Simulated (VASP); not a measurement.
# TiW14 (a cell with a defect) in VASP: single point with PBE

Aim: the single point of TiW14 (a cell with a defect) with PBE.

Everything below comes from runs of VASP 6.6.1. Logs are shortened: lines on timing, memory, paths and dates and some standing lists are left out, and cuts for length are marked.

## 1. The cell of the first run

The cell holds a defect, 15 atoms: a = 6.320 Å, b = 6.320 Å, c = 6.320 Å, α = 90.00°, β = 90.00°, γ = 90.00°.

## 2. Single point, PBE

INCAR reads:

```
  PREC = Accurate
  ENCUT = 520
  EDIFF = 1E-6
  ISMEAR = 0
  SIGMA = 0.05
  LREAL = Auto
  LASPH = T
  NELM = 60
  ALGO = Normal
  ISIF = 2
  LWAVE = F
  LCHARG = F
  GGA = PE
  NBANDS = 117
```

KPOINTS reads:

```
regular mesh
0
Gamma
  3 3 3
```

POSCAR reads:

```
TiW14
1.0
    6.3200000000      0.0000000000      0.0000000000
    0.0000000000      6.3200000000      0.0000000000
    0.0000000000      0.0000000000      6.3200000000
Ti W
1 14
Direct
    0.0072674051     -0.0067344937      0.0078912975
    0.4976476266      0.0000610759      0.0011860759
    0.0005232595      0.5028811709      0.0011783228
    0.0005756329      0.0000476266      0.4983034810
    0.2511927215      0.2542490506      0.2519750000
    0.4947553797      0.5058729430      0.0044221519
    0.4947507911     -0.0031810127      0.4953960443
    0.7500537975      0.2504375000      0.2495367089
    0.0037886076      0.5058180380      0.4953693038
    0.2489324367      0.2504362342      0.7507481013
    0.4985411392      0.5020639241      0.4991890823
    0.7463898734      0.7492376582      0.2519585443
    0.7474960443      0.2530452532      0.7481650316
    0.2512542722      0.7492549051      0.7470653481
    0.7500305380      0.7516123418      0.7507362342
```

Potentials or basis: VASP PAW PBE potentials, release 64 (Ti_sv, W_sv).

Run with:

```sh
> cat potpaw_PBE.64/Ti_sv/POTCAR potpaw_PBE.64/W_sv/POTCAR > POTCAR
> mpirun -np 1 vasp_std > vasp.out
```

OUTCAR:

```text
PREC = Accurate
   ENCUT = 520
   EDIFF = 1E-6
   ISMEAR = 0
   LREAL = Auto
   LASPH = T
   NELM = 60
   ISIF = 2
   GGA = PE

 ion  position               nearest neighbor table
   1  0.007  0.993  0.008-  14 2.73  12 2.73   5 2.73  10 2.76   8 2.76  15 2.76  13 2.84   2 3.10
                             3 3.10   4 3.10
   2  0.498  0.000  0.001-  10 2.73  12 2.74   8 2.74  15 2.74  14 2.74   5 2.74  13 2.76   1 3.10
                             6 3.12   7 3.12   7 3.20   6 3.20
   3  0.001  0.503  0.001-  15 2.74   5 2.74  14 2.74   8 2.74  10 2.74  12 2.74  13 2.76   1 3.10
                             9 3.12   6 3.12   6 3.20   9 3.20
   4  0.001  0.000  0.498-   8 2.74  14 2.74  10 2.74   5 2.74  12 2.74  15 2.74  13 2.76   1 3.10
                             7 3.12   9 3.12   9 3.20   7 3.20
   5  0.251  0.254  0.252-  11 2.71   9 2.71   6 2.71   7 2.72   1 2.73   3 2.74   4 2.74   2 2.74
                            10 3.15   8 3.15   8 3.17  10 3.17
   6  0.495  0.506  0.004-  12 2.71   5 2.71  14 2.72  15 2.75  10 2.76   8 2.76  13 2.78   2 3.12
                             3 3.12  11 3.13  11 3.19   3 3.20   2 3.20
   7  0.495  0.997  0.495-  12 2.71  14 2.71   5 2.72   8 2.75  10 2.75  15 2.76  13 2.78   4 3.12
                             2 3.12  11 3.13  11 3.19   2 3.20   4 3.20
   8  0.750  0.250  0.250-   4 2.74   2 2.74   3 2.74  11 2.75   7 2.75   9 2.76   6 2.76   1 2.76
                            13 3.15  12 3.15   5 3.15   5 3.17  12 3.17  13 3.17
   9  0.004  0.506  0.495-   5 2.71  14 2.71  12 2.72  15 2.75   8 2.76  10 2.76  13 2.78   3 3.12
                             4 3.12  11 3.13  11 3.19   4 3.20   3 3.20
  10  0.249  0.250  0.751-   2 2.73   4 2.74   3 2.74  11 2.75   7 2.75   6 2.76   9 2.76   1 2.76
                            13 3.15   5 3.15  14 3.15  14 3.17   5 3.17  13 3.17
  11  0.499  0.502  0.499-  12 2.71  14 2.71   5 2.71  13 2.73  15 2.75   8 2.75  10 2.75   9 3.13
                             7 3.13   6 3.13   6 3.19   7 3.19   9 3.19
  12  0.746  0.749  0.252-  11 2.71   6 2.71   7 2.71   9 2.72   1 2.73   2 2.74   3 2.74   4 2.74
                            15 3.15   8 3.15   8 3.17  15 3.17
  13  0.747  0.253  0.748-  11 2.73   2 2.76   3 2.76   4 2.76   7 2.78   6 2.78   9 2.78   1 2.84
                            10 3.15  15 3.15   8 3.15   8 3.17  15 3.17  10 3.17
  14  0.251  0.749  0.747-  11 2.71   9 2.71   7 2.71   6 2.72   1 2.73   4 2.74   3 2.74   2 2.74
                            15 3.15  10 3.15  10 3.17  15 3.17
  15  0.750  0.752  0.751-   3 2.74   2 2.74   4 2.74  11 2.75   6 2.75   9 2.75   7 2.76   1 2.76
                            13 3.15  14 3.15  12 3.15  12 3.17  14 3.17  13 3.17

  LATTYP: Found a simple cubic cell.
 ALAT       =     6.3200000000

  Lattice vectors:

 A1 = (   6.3200000000,   0.0000000000,   0.0000000000)
 A2 = (   0.0000000000,   6.3200000000,   0.0000000000)
 A3 = (   0.0000000000,   0.0000000000,   6.3200000000)

Analysis of symmetry for initial positions (statically):
=====================================================================
 Subroutine PRICEL returns:
 Original cell was already a primitive cell.

 Routine SETGRP: Setting up the symmetry group for a
 simple cubic supercell.

 Subroutine GETGRP returns: Found  1 space group operations
 (whereof  1 operations were pure point group operations)
 out of a pool of 48 trial point group operations.

The static configuration has the point symmetry C_1 .

Analysis of symmetry for dynamics (positions and initial velocities):
=====================================================================
 Subroutine PRICEL returns:
 Original cell was already a primitive cell.

 Routine SETGRP: Setting up the symmetry group for a
 simple cubic supercell.

 Subroutine GETGRP returns: Found  1 space group operations
 (whereof  1 operations were pure point group operations)
 out of a pool of 48 trial point group operations.

The dynamic configuration has the point symmetry C_1 .

 Subroutine INISYM returns: Found  1 space group operations
 (whereof  1 operations are pure point group operations),
 and found     1 'primitive' translations

----------------------------------------------------------------------------------------

                                     Primitive cell

  volume of cell :     252.4360

  direct lattice vectors                    reciprocal lattice vectors
     6.320000000  0.000000000  0.000000000     0.158227848  0.000000000  0.000000000
[... 67 lines left out ...]
 Following reciprocal coordinates:
            Coordinates               Weight
  0.000000  0.000000  0.000000      1.000000
  0.333333  0.000000  0.000000      2.000000
  0.000000  0.333333  0.000000      2.000000
  0.000000  0.000000  0.333333      2.000000
  0.333333  0.333333  0.000000      2.000000
  0.000000  0.333333  0.333333      2.000000
  0.333333  0.000000  0.333333      2.000000
 -0.333333  0.333333  0.000000      2.000000
 -0.333333  0.000000  0.333333      2.000000
  0.000000 -0.333333  0.333333      2.000000
  0.333333  0.333333  0.333333      2.000000
 -0.333333  0.333333  0.333333      2.000000
 -0.333333 -0.333333  0.333333      2.000000
  0.333333 -0.333333  0.333333      2.000000
   k-points           NKPTS =     14   k-points in BZ     NKDIM =     14   number of bands    NBANDS=    117
   number of dos      NEDOS =    301   number of ions     NIONS =     15
   total plane-waves  NPLWV = 110592
   dimension x,y,z NGX =    48 NGY =   48 NGZ =   48
   dimension x,y,z NGXF=    96 NGYF=   96 NGZF=   96
   ions per type =               1  14
   NGX,Y,Z   is equivalent  to a cutoff of  12.63, 12.63, 12.63 a.u.
   NGXF,Y,Z  is equivalent  to a cutoff of  25.25, 25.25, 25.25 a.u.
 SYSTEM =  unknown system
   PREC   = accura    normal or accurate (medium, high low for compatibility)
   ISTART =      0    job   : 0-new  1-cont  2-samecut
   ICHARG =      2    charge: 1-file 2-atom 10-const
   ISPIN  =      1    spin polarized calculation?
   LNONCOLLINEAR =      F non collinear calculations
   LSORBIT =      F    spin-orbit coupling
   LASPH  =      T    aspherical Exc in radial PAW
   ENCUT  =  520.0 eV  38.22 Ry    6.18 a.u.  11.75 11.75 11.75*2*pi/ulx,y,z
   NELM   =     60;   NELMIN=  2; NELMDL= -5     # of ELM steps
   EDIFF  = 0.1E-05   stopping-criterion for ELM
   LREAL  =      T    real-space projection
   EDIFFG = 0.1E-04   stopping-criterion for IOM
   NSW    =      0    number of steps for IOM
   IBRION =     -1    ionic relax: 0-MD 1-quasi-New 2-CG
   NFREE  =      0    steps in history (QN), initial steepest desc. (CG)
   ISIF   =      2    stress and relaxation
   ISYM   =      2    0-nonsym 1-usesym 2-fastsym
   POTIM  = 0.5000    time-step for ionic-motion
   TEBEG  =    0.0;   TEEND  =   0.0 temperature during run
   PSTRESS=    0.0 pullay stress
   NELECT =     208.0000    total number of electrons
   NUPDOWN=      -1.0000    fix difference up-down
   EMIN   =  10.00;   EMAX   =-10.00  energy-range for DOS
   EFERMI =   0.00;   METHOD = LEGACY
   ISMEAR =     0;   SIGMA  =   0.05  broadening in eV -4-tet -1-fermi 0-gaus
   EFERMI_NEDOS =   21; number of points for ismear=-14 and -15
   IALGO  =     38    algorithm
   IMIX   =      4    mixing-type and parameters
     AMIX     =   0.40;   BMIX     =  1.00
     AMIX_MAG =   1.60;   BMIX_MAG =  1.00
  volume/ion in A,a.u.               =      16.83       113.57
  Fermi-wavevector in a.u.,A,eV,Ry     =   1.534778  2.900310 32.049110  2.355543
  Thomas-Fermi vector in A             =   2.641658
   LORBIT       =      0    0 simple, 1 ext, 2 COOP (PROOUT), +10 PAW based schemes
   GGA     = PE    functional components
   LHFCALC =     F    Hartree Fock is set to
   AEXX    =    0.0000 exact exchange contribution
   IVDW    =     0    specifies the selected vdW correction
   LEPSILON=     F    determine dielectric tensor
   LRPA    =     F    only Hartree local field effects (RPA)
 non-spin polarized calculation
 Gauss-broadening in eV      SIGMA  =   0.05
  energy-cutoff  :      520.00
  volume of cell :      252.44
 maximum number of plane-waves:      6859
   NGX = 23   NGY = 23   NGZ = 23

 number of electron     208.0000008 magnetization

 Free energy of the ion-electron system (eV)
  ---------------------------------------------------
  ext. energy  EPLUGINS =         0.00000000
  ---------------------------------------------------
  free energy    TOTEN  =      -186.31266258 eV

  energy without entropy =     -186.30138047  energy(sigma->0) =     -186.30702152

 E-fermi :  10.0879     XC(G=0): -13.1153

 val. band max:       10.0599319770   @ k =   0.0000   0.0000   0.0000
 cond. band min:      10.1223986869   @ k =  -0.3333   0.0000   0.3333
 fundamental gap:      0.0624667098
 Fermi energy:        10.0879461684

 k-point     1 :       0.0000    0.0000    0.0000
  band No.  band energies     occupation
      1     -63.7787      2.00000
      2     -63.7328      2.00000
      3     -63.7163      2.00000
      4     -63.7161      2.00000
      5     -63.6879      2.00000
      6     -63.6821      2.00000
[... 1655 lines left out ...]
    115      12.1559      0.00000
    116      12.5380      0.00000
 [bands above 116 left out]

------------------------ aborting loop because EDIFF is reached ----------------------------------------

  FORCE on cell =-STRESS in cart. coord.  units (eV):
  Direction    XX          YY          ZZ          XY          YZ          ZX
  --------------------------------------------------------------------------------------
  -------------------------------------------------------------------------------------
  Total       -0.2505760     -0.2467773     -0.2465343      0.5044519      0.5123603     -0.5115141
  in kB       -1.5903724     -1.5662628     -1.5647204      3.2016888      3.2518826     -3.2465116
  external PRESSURE =      -1.5737852 kB  Pullay stress =       0.0000000 kB

 VOLUME and BASIS-vectors are now :
 -----------------------------------------------------------------------------
  energy-cutoff  :      520.00
  volume of cell :      252.44
      direct lattice vectors                 reciprocal lattice vectors
     6.320000000  0.000000000  0.000000000     0.158227848  0.000000000  0.000000000
     0.000000000  6.320000000  0.000000000     0.000000000  0.158227848  0.000000000
     0.000000000  0.000000000  6.320000000     0.000000000  0.000000000  0.158227848

 POSITION                                       TOTAL-FORCE (eV/Angst)
 -----------------------------------------------------------------------------------
      0.04593      6.27744      0.04987        -0.011859      0.008070     -0.003828
      3.14513      0.00039      0.00750         0.005198     -0.003258      0.003567
      0.00331      3.17821      0.00745         0.001440     -0.004263      0.001969
      0.00364      0.00030      3.14928        -0.002292     -0.004171      0.006236
      1.58754      1.60685      1.59248        -0.001695     -0.011261     -0.016293
      3.12685      3.19712      0.02795        -0.003524     -0.003502      0.007426
      3.12682      6.29990      3.13090        -0.000801     -0.007541     -0.000997
      4.74034      1.58276      1.57707         0.008011     -0.004558     -0.003483
      0.02394      3.19677      3.13073         0.002754      0.001278      0.002645
      1.57325      1.58276      4.74473        -0.006976     -0.004304      0.007451
      3.15078      3.17304      3.15488        -0.012544      0.007968     -0.011045
      4.71718      4.73518      1.59238         0.006971      0.015741     -0.013080
      4.72417      1.59925      4.72840         0.012405     -0.012717      0.008817
      1.58793      4.73529      4.72145        -0.009840      0.012386      0.003076
      4.74019      4.75019      4.74465         0.012751      0.010134      0.007538
 -----------------------------------------------------------------------------------
    total drift:                                0.001067     -0.006384      0.004482

  FREE ENERGIE OF THE ION-ELECTRON SYSTEM (eV)
  ---------------------------------------------------
  free  energy   TOTEN  =      -186.3126625767 eV

  energy  without entropy=     -186.3013804706  energy(sigma->0) =     -186.30702152
```

Run time: 7.7 min. Hardware: 1 thread of Intel Xeon 6975P-C (Granite Rapids), shared host; peak memory 0.46 GiB.

What came out:

```
Free energy            : -186.3127 eV
Pressure               : -0.2 GPa
Largest force          : 0.022 eV/Å
Band gap on the k mesh : zero (band 104 reaches 10.37 eV, above the bottom of band 105 at 9.47 eV)
```

Forces in eV/Å, atoms in the order of the input:
```
Ti  -0.012  0.008 -0.004
W    0.005 -0.003  0.004
W    0.001 -0.004  0.002
W   -0.002 -0.004  0.006
W   -0.002 -0.011 -0.016
W   -0.004 -0.004  0.007
W   -0.001 -0.008 -0.001
W    0.008 -0.005 -0.003
W    0.003  0.001  0.003
W   -0.007 -0.004  0.007
W   -0.013  0.008 -0.011
W    0.007  0.016 -0.013
W    0.012 -0.013  0.009
W   -0.010  0.012  0.003
W    0.013  0.010  0.008
```

Stress tensor (GPa, compression positive):
```
-0.16  0.32 -0.32
 0.32 -0.16  0.33
-0.32  0.33 -0.16
```

Caveat: spin-orbit coupling is left out, which moves the levels of the heavy elements.
